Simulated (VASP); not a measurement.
Li3Tm: single point with PBE

Crystal: Li3Tm.

```
Li Tm
1.0
     4.55972    0.00000    0.00000
     0.00000    4.55972    0.00000
     0.00000    0.00000    4.55972
Li Tm
3 1
Direct
  0.50000 0.00000 0.50000
  0.00000 0.50000 0.50000
  0.50000 0.50000 0.00000
  0.00000 0.00000 0.00000
```

The cell was generated, and may not be a known phase.

```yaml
Program: VASP 6.6.1
Task: single point
Functional: PBE
Potentials_or_basis: VASP PAW PBE potentials, release 64 (Li_sv, Tm_3), 4f in core
Cutoff: 750 eV
k_mesh: 10 × 10 × 10
Occupations: gaussian, width 0.1 eV
Spin: no spin polarisation
```

* Pressure: 0.0 GPa
* Band gap on the k mesh: zero (bands 9 and 10 overlap by 0.61 eV)

Levels at points of the mesh, in eV from the Fermi level:
```
           k point  band 6  band 7  band 8  band 9  band 10  band 11  band 12  band 13
(0.00, 0.00, 0.00)  -26.42   -4.29    0.13    0.13     1.60     1.60     1.60     2.29
(0.50, 0.00, 0.00)  -26.42   -3.16   -1.87    0.07     0.62     0.62     2.42     2.68
(0.50, 0.50, 0.00)  -26.42   -2.02   -1.40   -0.47    -0.47     1.07     1.07     2.44
(0.50, 0.50, 0.50)  -26.43   -0.07   -0.07   -0.07     0.14     0.14     0.14     0.19
```

Wall time 70 s on 1 thread of AMD EPYC 9R45 (Zen 5), on a shared host, peak memory 0.31 GiB.

Caveat: spin-orbit coupling is left out, which moves the levels of the heavy elements; the 4f electrons are frozen in the core, so they carry no moment and show no levels. Spin polarisation is off, so any magnetic state and its effect on volume and gap are missing.
